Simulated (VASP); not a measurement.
Set up this calculation in VASP 6.6.1, as the native input.

- Task: single point
- Functional: r2SCAN
- Potentials or basis: VASP PAW PBE potentials, release 64 (Rb_sv, Br)
- Cutoff: 520 eV
- k mesh: 6 × 6 × 6
- Occupations: gaussian, width 0.01 eV
- Spin: no spin polarisation
- Dipole correction: no
- Further INCAR settings: ALGO = Normal; EDIFF = 1e-07; NBANDS = 15

Crystal: RbBr.

```xyz
2
Lattice="0.0000 3.5294 3.5294 3.5294 0.0000 3.5294 3.5294 3.5294 0.0000" Properties=species:S:1:pos:R:3 pbc="T T T"
Rb    0.0000    0.0000    0.0000
Br    3.5294    3.5294    3.5294
```

This cell differs from its parent crystal: strain +2.0%.

The input as run:

POSCAR

```
RbBr
1.0
    0.0000000000      3.5293504642      3.5293504642
    3.5293504642      0.0000000000      3.5293504642
    3.5293504642      3.5293504642      0.0000000000
Rb Br
1 1
Direct
    0.0000000000      0.0000000000      0.0000000000
    0.5000000000      0.5000000000      0.5000000000
```

INCAR.step1

```
PREC = Accurate
ENCUT = 520
ISMEAR = 0
SIGMA = 0.01
LREAL = F
LASPH = T
NELM = 100
NBANDS = 15
GGA = PE
ALGO = Normal
EDIFF = 1E-4
LWAVE = T
LCHARG = F
```

INCAR.step2

```
PREC = Accurate
ENCUT = 520
EDIFF = 1E-7
ISMEAR = 0
SIGMA = 0.01
LREAL = F
LASPH = T
NELM = 100
ALGO = Normal
ISIF = 2
LWAVE = F
LCHARG = F
METAGGA = R2SCAN
LMIXTAU = T
NBANDS = 15
ISTART = 1
```

KPOINTS

```
regular mesh
0
Gamma
  6 6 6
```

Potentials or basis: VASP PAW PBE potentials, release 64 (Rb_sv, Br).

Launch:

```console
$ cat potpaw_PBE.64/Rb_sv/POTCAR potpaw_PBE.64/Br/POTCAR > POTCAR
$ cp INCAR.step1 INCAR
$ mpirun -np 1 vasp_std > vasp.out
$ cp INCAR.step2 INCAR
$ mpirun -np 1 vasp_std > vasp.out
```

Results of the run:

| Item | Value |
| --- | --- |
| Pressure | -0.7 GPa |
| Band gap on the k mesh | 4.75 eV, direct |

Caveat: the cell differs from its parent crystal (strain +2.0%); the PAW data sets were made with another functional, which shifts forces and pressure a little.

Run time: 96 s on 1 thread of Intel Xeon 6975P-C (shared host), peak memory 0.26 GiB.
